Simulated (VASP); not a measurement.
# Ge (Fm-3m) in VASP: further runs

Ge is run at these levels: r2SCAN; tasks: single point, relaxation of cell and atoms.

Program: VASP 6.6.1. These are calculated values, not measurements. Logs are shortened: lines on timing, memory, paths and dates and some standing lists are left out, and cuts for length are marked.

## 1. The cell of the first run

The structure is cubic, space group Fm-3m (No. 225). The conventional cell has a = 4.288 Å, b = 4.288 Å, c = 4.288 Å, α = 90.00°, β = 90.00°, γ = 90.00°. Ge (site symmetry m-3m) has 12 Ge at 3.03 Å within 4.0 Å.

## 2. Single point, r2SCAN (volume scaled by 1.04)

POSCAR reads:

```
Ge
1.0
    0.0000000000      2.1440853679      2.1440853679
    2.1440853679      0.0000000000      2.1440853679
    2.1440853679      2.1440853679      0.0000000000
Ge
1
Direct
    0.0000000000      0.0000000000      0.0000000000
```

INCAR.step1 reads:

```
PREC     = Accurate       # precision mode
ENCUT    = 520            # plane-wave cutoff, eV
ISMEAR   = -1             # smearing method
SIGMA    = 0.1            # smearing width, eV
LREAL    = False          # projectors in reciprocal space
LASPH    = True           # aspherical terms in the spheres
NELM     = 100            # most SCF steps
NBANDS   = 13             # bands
GGA      = PE             # functional
ALGO     = Normal         # electronic algorithm
EDIFF    = 1E-4           # SCF threshold, eV
LWAVE    = True           # write WAVECAR
LCHARG   = False          # write CHGCAR
```

INCAR.step2 reads:

```
PREC     = Accurate       # precision mode
ENCUT    = 520            # plane-wave cutoff, eV
EDIFF    = 1E-6           # SCF threshold, eV
ISMEAR   = -1             # smearing method
SIGMA    = 0.1            # smearing width, eV
LREAL    = False          # projectors in reciprocal space
LASPH    = True           # aspherical terms in the spheres
NELM     = 100            # most SCF steps
ALGO     = Normal         # electronic algorithm
ISIF     = 2              # what is computed and relaxed
LWAVE    = False          # write WAVECAR
LCHARG   = True           # write CHGCAR
METAGGA  = R2SCAN         # meta-GGA
LMIXTAU  = True         
LELF     = True           # ELF
LVHAR    = True         
NBANDS   = 13             # bands
ISTART   = 1
```

KPOINTS reads:

```
regular mesh
0
Gamma
  14 14 14
```

Potentials or basis: VASP PAW PBE potentials, release 64 (Ge_d).

Run with:

```console
$ cat potpaw_PBE.64/Ge_d/POTCAR > POTCAR
$ cp INCAR.step1 INCAR
$ mpirun -np 1 vasp_std > vasp.out
$ cp INCAR.step2 INCAR
$ mpirun -np 1 vasp_std > vasp.out
```

OUTCAR:

```text
PREC = Accurate
   ENCUT = 520
   EDIFF = 1E-6
   ISMEAR = -1
   LREAL = False
   LASPH = True
   NELM = 100
   ISIF = 2
   METAGGA = R2SCAN
   ISTART = 1

 ion  position               nearest neighbor table
   1  0.000  0.000  0.000-

  LATTYP: Found a face centered cubic cell.
 ALAT       =     4.2881707358

  Lattice vectors:

 A1 = (   0.0000000000,   2.1440853679,   2.1440853679)
 A2 = (   2.1440853679,   0.0000000000,   2.1440853679)
 A3 = (   2.1440853679,   2.1440853679,   0.0000000000)

Analysis of symmetry for initial positions (statically):
[... 33 lines left out ...]
                                     Primitive cell

  volume of cell :      19.7132

  direct lattice vectors                    reciprocal lattice vectors
     0.000000000  2.144085368  2.144085368    -0.233199670  0.233199670  0.233199670
     2.144085368  0.000000000  2.144085368     0.233199670 -0.233199670  0.233199670
     2.144085368  2.144085368  0.000000000     0.233199670  0.233199670 -0.233199670

  length of vectors
     3.032194606  3.032194606  3.032194606     0.403913677  0.403913677  0.403913677

  position of ions in fractional coordinates (direct lattice)
     0.000000000  0.000000000  0.000000000

  ion indices of the primitive-cell ions
   primitive index   ion index
                 1           1

----------------------------------------------------------------------------------------

 KPOINTS: regular mesh

Automatic generation of k-mesh.
 Grid dimensions read from file:
 generate k-points for:   14   14   14

 Generating k-lattice:

  Cartesian coordinates                     Fractional coordinates (reciprocal lattice)
    -0.016657119  0.016657119  0.016657119     0.071428571  0.000000000  0.000000000
     0.016657119 -0.016657119  0.016657119     0.000000000  0.071428571  0.000000000
     0.016657119  0.016657119 -0.016657119     0.000000000  0.000000000  0.071428571

  Length of vectors
     0.028850977  0.028850977  0.028850977

  Shift w.r.t. Gamma in fractional coordinates (k-lattice)
     0.000000000  0.000000000  0.000000000

 Subroutine IBZKPT returns following result:
 ===========================================

 Found    104 irreducible k-points:

 Following reciprocal coordinates:
            Coordinates               Weight
  0.000000  0.000000  0.000000      1.000000
  0.071429  0.000000  0.000000      8.000000
  0.142857  0.000000  0.000000      8.000000
  0.214286  0.000000  0.000000      8.000000
  0.285714  0.000000  0.000000      8.000000
  0.357143  0.000000  0.000000      8.000000
[... 16 lines left out ...]
  0.214286  0.142857  0.000000     24.000000
  0.285714  0.142857  0.000000     24.000000
 [... further k-points ...]
   k-points           NKPTS =    104   k-points in BZ     NKDIM =    104   number of bands    NBANDS=     13
   number of dos      NEDOS =    301   number of ions     NIONS =      1
   total plane-waves  NPLWV =  13824
   dimension x,y,z NGX =    24 NGY =   24 NGZ =   24
   dimension x,y,z NGXF=    48 NGYF=   48 NGZF=   48
   ions per type =               1
   NGX,Y,Z   is equivalent  to a cutoff of  13.16, 13.16, 13.16 a.u.
   NGXF,Y,Z  is equivalent  to a cutoff of  26.32, 26.32, 26.32 a.u.
 SYSTEM =  unknown system
   PREC   = accura    normal or accurate (medium, high low for compatibility)
   ISTART =      1    job   : 0-new  1-cont  2-samecut
   ICHARG =      0    charge: 1-file 2-atom 10-const
   ISPIN  =      1    spin polarized calculation?
   LNONCOLLINEAR =      F non collinear calculations
   LSORBIT =      F    spin-orbit coupling
   LASPH  =      T    aspherical Exc in radial PAW
   ENCUT  =  520.0 eV  38.22 Ry    6.18 a.u.   5.64  5.64  5.64*2*pi/ulx,y,z
   NELM   =    100;   NELMIN=  2; NELMDL=  0     # of ELM steps
   EDIFF  = 0.1E-05   stopping-criterion for ELM
   LREAL  =      F    real-space projection
   EDIFFG = 0.1E-04   stopping-criterion for IOM
   NSW    =      0    number of steps for IOM
   IBRION =     -1    ionic relax: 0-MD 1-quasi-New 2-CG
   NFREE  =      0    steps in history (QN), initial steepest desc. (CG)
   ISIF   =      2    stress and relaxation
   ISYM   =      2    0-nonsym 1-usesym 2-fastsym
   POTIM  = 0.5000    time-step for ionic-motion
   TEBEG  =    0.0;   TEEND  =   0.0 temperature during run
   PSTRESS=    0.0 pullay stress
   NELECT =      14.0000    total number of electrons
   NUPDOWN=      -1.0000    fix difference up-down
   EMIN   =  10.00;   EMAX   =-10.00  energy-range for DOS
   EFERMI =   0.00;   METHOD = LEGACY
   ISMEAR =    -1;   SIGMA  =   0.10  broadening in eV -4-tet -1-fermi 0-gaus
   EFERMI_NEDOS =   21; number of points for ismear=-14 and -15
   IALGO  =     38    algorithm
   IMIX   =      4    mixing-type and parameters
     AMIX     =   0.40;   BMIX     =  1.00
     AMIX_MAG =   1.60;   BMIX_MAG =  1.00
  volume/ion in A,a.u.               =      19.71       133.03
  Fermi-wavevector in a.u.,A,eV,Ry     =   1.460603  2.760139 29.026129  2.133360
  Thomas-Fermi vector in A             =   2.577033
   LORBIT       =      0    0 simple, 1 ext, 2 COOP (PROOUT), +10 PAW based schemes
   METAGGA = R2SCAN    functional components
   LHFCALC =     F    Hartree Fock is set to
   AEXX    =    0.0000 exact exchange contribution
   IVDW    =     0    specifies the selected vdW correction
   LEPSILON=     F    determine dielectric tensor
   LRPA    =     F    only Hartree local field effects (RPA)
 non-spin polarized calculation
  energy-cutoff  :      520.00
  volume of cell :       19.71
 maximum number of plane-waves:       544
   NGX = 11   NGY = 11   NGZ = 11

 number of electron      14.0000014 magnetization

 Free energy of the ion-electron system (eV)
  ---------------------------------------------------
  ext. energy  EPLUGINS =         0.00000000
  ---------------------------------------------------
  free energy    TOTEN  =       -13.29285942 eV

  energy without entropy =      -13.27460148  energy(sigma->0) =      -13.28373045

 E-fermi :   6.3137     XC(G=0): -12.2037

 val. band max:        6.2657653466   @ k =  -0.4286   0.4286   0.0000
 cond. band min:       6.3182544924   @ k =   0.4286   0.2857   0.0714
 fundamental gap:      0.0524891458
 Fermi energy:         6.3137225693

 k-point     1 :       0.0000    0.0000    0.0000
  band No.  band energies     occupation
      1     -19.2361      2.00000
      2     -19.2361      2.00000
      3     -19.2361      2.00000
      4     -19.1899      2.00000
      5     -19.1899      2.00000
      6      -7.2725      2.00000
      7      15.2892      0.00000
      8      15.2894      0.00000
      9      15.2894      0.00000
     10      20.6890      0.00000
     11      20.6890      0.00000
     12      20.6891      0.00000
     13      22.0278      0.00000

 k-point     2 :       0.0714    0.0000    0.0000
  band No.  band energies     occupation
      1     -19.2361      2.00000
      2     -19.2336      2.00000
      3     -19.2336      2.00000
      4     -19.1900      2.00000
      5     -19.1900      2.00000
      6      -7.1423      2.00000
      7      14.0446      0.00000
      8      15.0925      0.00000
      9      15.0927      0.00000
     10      19.9566      0.00000
     11      21.0375      0.00000
     12      21.0375      0.00000
     13      23.7331      0.00000

 k-point     3 :       0.1429    0.0000    0.0000
  band No.  band energies     occupation
      1     -19.2359      2.00000
      2     -19.2279      2.00000
      3     -19.2279      2.00000
      4     -19.1890      2.00000
      5     -19.1890      2.00000
      6      -6.7519      2.00000
      7      11.5215      0.00000
      8      14.6421      0.00000
      9      14.6422      0.00000
     10      19.3662      0.00000
     11      21.7628      0.00000
     12      21.7628      0.00000
     13      25.0042      0.00000

 k-point     4 :       0.2143    0.0000    0.0000
  band No.  band energies     occupation
      1     -19.2361      2.00000
      2     -19.2241      2.00000
      3     -19.2241      2.00000
      4     -19.1829      2.00000
      5     -19.1829      2.00000
      6      -6.1029      2.00000
      7       8.7982      0.00000
      8      14.1484      0.00000
      9      14.1485      0.00000
     10      18.9693      0.00000
     11      21.7398      0.00000
     12      21.7398      0.00000
     13      24.2029      0.00000

 k-point     5 :       0.2857    0.0000    0.0000
  band No.  band energies     occupation
      1     -19.2367      2.00000
      2     -19.2251      2.00000
      3     -19.2251      2.00000
      4     -19.1711      2.00000
      5     -19.1711      2.00000
      6      -5.2007      2.00000
      7       6.1857      1.56507
      8      13.7266      0.00000
      9      13.7267      0.00000
     10      18.7371      0.00000
     11      20.8846      0.00000
     12      20.8847      0.00000
     13      23.0017      0.00000

 k-point     6 :       0.3571    0.0000    0.0000
  band No.  band energies     occupation
      1     -19.2377      2.00000
      2     -19.2283      2.00000
      3     -19.2283      2.00000
      4     -19.1579      2.00000
      5     -19.1579      2.00000
      6      -4.0650      2.00000
      7       3.7958      2.00000
      8      13.4201      0.00000
      9      13.4202      0.00000
     10      18.6585      0.00000
     11      20.0819      0.00000
     12      20.0820      0.00000
     13      21.9908      0.00000

 k-point     7 :       0.4286    0.0000    0.0000
  band No.  band energies     occupation
      1     -19.2385      2.00000
      2     -19.2312      2.00000
      3     -19.2312      2.00000
      4     -19.1482      2.00000
      5     -19.1482      2.00000
      6      -2.7792      2.00000
      7       1.7476      2.00000
      8      13.2382      0.00000
      9      13.2384      0.00000
     10      18.6865      0.00000
     11      19.5616      0.00000
     12      19.5617      0.00000
     13      21.2948      0.00000
[... 193 lines left out ...]
 k-point    20 :      -0.1429    0.0714    0.0000
  band No.  band energies     occupation
      1     -19.2370      2.00000
      2     -19.2241      2.00000
      3     -19.2231      2.00000
      4     -19.1936      2.00000
      5     -19.1821      2.00000
      6      -6.4486      2.00000
      7      10.6684      0.00000
      8      12.7973      0.00000
      9      15.1125      0.00000
     10      19.6775      0.00000
     11      21.4356      0.00000
     12      22.1973      0.00000
     13      23.3511      0.00000

 k-point    21 :      -0.0714    0.0714    0.0000
  band No.  band energies     occupation
      1     -19.2370      2.00000
      2     -19.2305      2.00000
      3     -19.2281      2.00000
      4     -19.1926      2.00000
      5     -19.1873      2.00000
      6      -6.9253      2.00000
      7      13.0621      0.00000
      8      13.6604      0.00000
      9      15.3223      0.00000
     10      19.7188      0.00000
     11      21.0066      0.00000
     12      21.8978      0.00000
     13      24.3853      0.00000

 k-point    22 :       0.1429    0.1429    0.0000
  band No.  band energies     occupation
      1     -19.2463      2.00000
      2     -19.2173      2.00000
      3     -19.2173      2.00000
      4     -19.2005      2.00000
      5     -19.1821      2.00000
      6      -6.5782      2.00000
      7      13.0769      0.00000
      8      13.0770      0.00000
      9      13.2045      0.00000
     10      17.2972      0.00000
     11      20.6386      0.00000
     12      23.8980      0.00000
     13      23.8980      0.00000

 k-point    23 :       0.2143    0.1429    0.0000
  band No.  band energies     occupation
      1     -19.2493      2.00000
      2     -19.2120      2.00000
      3     -19.2095      2.00000
      4     -19.2015      2.00000
      5     -19.1768      2.00000
      6      -6.1017      2.00000
      7      10.8037      0.00000
      8      12.4114      0.00000
      9      13.1037      0.00000
     10      17.1674      0.00000
     11      19.3284      0.00000
     12      24.2476      0.00000
     13      24.8362      0.00000

 k-point    24 :       0.2857    0.1429    0.0000
  band No.  band energies     occupation
      1     -19.2490      2.00000
      2     -19.2162      2.00000
      3     -19.2070      2.00000
      4     -19.1919      2.00000
      5     -19.1664      2.00000
      6      -5.3684      2.00000
      7       8.2305      0.00000
      8      11.9353      0.00000
      9      12.4769      0.00000
     10      17.1690      0.00000
     11      19.4247      0.00000
     12      24.0519      0.00000
     13      24.4539      0.00000

 [... further k-points ...]
[... 5 lines left out ...]
  --------------------------------------------------------------------------------------
  -------------------------------------------------------------------------------------
  Total       -0.2677006     -0.2677006     -0.2677006     -0.0000000     -0.0000000     -0.0000000
  in kB      -21.7572361    -21.7572361    -21.7572361     -0.0000000     -0.0000000     -0.0000000
  external PRESSURE =     -21.7572361 kB  Pullay stress =       0.0000000 kB

 VOLUME and BASIS-vectors are now :
 -----------------------------------------------------------------------------
  energy-cutoff  :      520.00
  volume of cell :       19.71
      direct lattice vectors                 reciprocal lattice vectors
     0.000000000  2.144085368  2.144085368    -0.233199670  0.233199670  0.233199670
     2.144085368  0.000000000  2.144085368     0.233199670 -0.233199670  0.233199670
     2.144085368  2.144085368  0.000000000     0.233199670  0.233199670 -0.233199670

 POSITION                                       TOTAL-FORCE (eV/Angst)
 -----------------------------------------------------------------------------------
      0.00000      0.00000      0.00000         0.000000     -0.000000      0.000000
 -----------------------------------------------------------------------------------
    total drift:                               -0.000000      0.000000     -0.000000

  FREE ENERGIE OF THE ION-ELECTRON SYSTEM (eV)
  ---------------------------------------------------
  free  energy   TOTEN  =       -13.2928594177 eV

  energy  without entropy=      -13.2746014798  energy(sigma->0) =      -13.28373045
```

Wall time 69 s (1 thread of Intel Xeon Platinum 8259CL at 2.50GHz (Skylake/Cascade Lake), shared host); peak memory 0.16 GiB.

What came out:

- Free energy: -13.2929 eV
- Pressure: -2.2 GPa
- Band gap on the k mesh: zero (band 7 reaches 15.29 eV, above the bottom of band 8 at 3.94 eV)

Levels at points of the mesh, in eV from the Fermi level:
```csv
k point,band 5,band 6,band 7,band 8,band 9,band 10
"(0.00, 0.00, 0.00)",-25.50,-13.59,8.98,8.98,8.98,14.38
"(0.50, 0.00, 0.00)",-25.46,-8.25,-5.67,6.86,6.86,12.41
"(0.50, 0.50, 0.00)",-25.45,-5.85,-4.48,2.59,2.59,6.88
```

Caveat: the PAW data sets were made with another functional, which shifts forces and pressure a little.

## 3. Single point, r2SCAN (volume scaled by 1.08)

POSCAR reads:

```
Ge
1.0
    0.0000000000      2.1712285705      2.1712285705
    2.1712285705      0.0000000000      2.1712285705
    2.1712285705      2.1712285705      0.0000000000
Ge
1
Direct
    0.0000000000      0.0000000000      0.0000000000
```

INCAR.step1 reads:

```
ALGO = Normal ; EDIFF = 1E-4
ENCUT = 520 ; GGA = PE
ISMEAR = -1 ; LASPH = True
LCHARG = False ; LREAL = False
LWAVE = True ; NBANDS = 13
NELM = 100 ; PREC = Accurate
SIGMA = 0.1
```

INCAR.step2 reads:

```
ALGO = Normal ; EDIFF = 1E-6
ENCUT = 520 ; ISIF = 2
ISMEAR = -1 ; ISTART = 1
LASPH = True ; LCHARG = False
LMIXTAU = True ; LREAL = False
LWAVE = False ; METAGGA = R2SCAN
NBANDS = 13 ; NELM = 100
PREC = Accurate ; SIGMA = 0.1
```

KPOINTS reads:

```
k-points
0
Gamma
  14 14 14
```

Potentials or basis: VASP PAW PBE potentials, release 64 (Ge_d).

Run with:

```console
$ cat potpaw_PBE.64/Ge_d/POTCAR > POTCAR
$ cp INCAR.step1 INCAR
$ mpirun -np 1 vasp_std > vasp.out
$ cp INCAR.step2 INCAR
$ mpirun -np 1 vasp_std > vasp.out
```

Run time: 68 s. Hardware: 1 thread of Intel Xeon Platinum 8259CL at 2.50GHz (Skylake/Cascade Lake), shared host; peak memory 0.16 GiB.

It converged, with:

| Quantity | Value |
| --- | --- |
| Free energy | -13.2781 eV |
| Pressure | -4.2 GPa |
| Band gap on the k mesh | zero (band 7 reaches 14.53 eV, above the bottom of band 8 at 3.66 eV) |

Levels at points of the mesh, in eV from the Fermi level:
```
           k point  band 3  band 4  band 5  band 6  band 7  band 8  band 9  band 10  band 11  band 12
(0.00, 0.00, 0.00)  -25.54  -25.50  -25.50  -13.27    8.61    8.61    8.61    14.13    14.13    14.13
(0.50, 0.00, 0.00)  -25.53  -25.46  -25.46   -8.17   -5.43    6.59    6.59    12.03    12.88    12.88
(0.50, 0.50, 0.00)  -25.46  -25.45  -25.45   -5.90   -4.29    2.52    2.52     6.76     6.86    28.15
```

Caveat: the PAW data sets were made with another functional, which shifts forces and pressure a little.

[end of part 1 of 2]
